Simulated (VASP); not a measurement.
A run of VASP 6.6.1:

Contents of INCAR:

```
AGGAC    = 1.0          
AGGAX    = 1.0          
ALDAC    = 0.0          
ALDAX    = 1.0          
ALGO     = Normal         # electronic algorithm
EDIFF    = 1E-6           # SCF threshold, eV
ENCUT    = 520            # plane-wave cutoff, eV
GGA      = B5             # functional
ISIF     = 2              # what is computed and relaxed
ISMEAR   = -1             # smearing method
LASPH    = True           # aspherical terms in the spheres
LCHARG   = False          # write CHGCAR
LREAL    = False          # projectors in reciprocal space
LWAVE    = False          # write WAVECAR
NBANDS   = 25             # bands
NELM     = 60             # most SCF steps
PREC     = Accurate       # precision mode
SIGMA    = 0.05           # smearing width, eV
```

The input KPOINTS:

```
k-points
0
Gamma
  10 10 6
```

Contents of POSCAR:

```
CuO
1.0
    0.0000000000     -2.1305773621     -2.1305773621
   -2.1305773621      0.0000000000     -2.1305773621
    2.1305773621      2.1305773621     -4.2611547243
Cu O
2 2
Direct
    0.5038875400      0.4769880100      0.4880064000
    0.0038875400      0.9769880100      0.9880064000
    0.7461124600      0.7730119900      0.7619936000
    0.2461124600      0.2730119900      0.2619936000
```

Potentials or basis: VASP PAW PBE potentials, release 64 (Cu, O).

Run with:

```console
$ cat potpaw_PBE.64/Cu/POTCAR potpaw_PBE.64/O/POTCAR > POTCAR
$ mpirun -np 1 vasp_std > vasp.out
```

Hardware: 1 thread of Intel(R) Xeon(R) Platinum 8259CL CPU @ 2.50GHz (Skylake/Cascade Lake), with other jobs on the host.

Estimate the wall time of this run.

It took 3.4 min on 1 thread of Intel(R) Xeon(R) Platinum 8259CL CPU @ 2.50GHz (Skylake/Cascade Lake) (shared host), peak memory 0.35 GiB. Counts: scf iterations 14, k points 304.
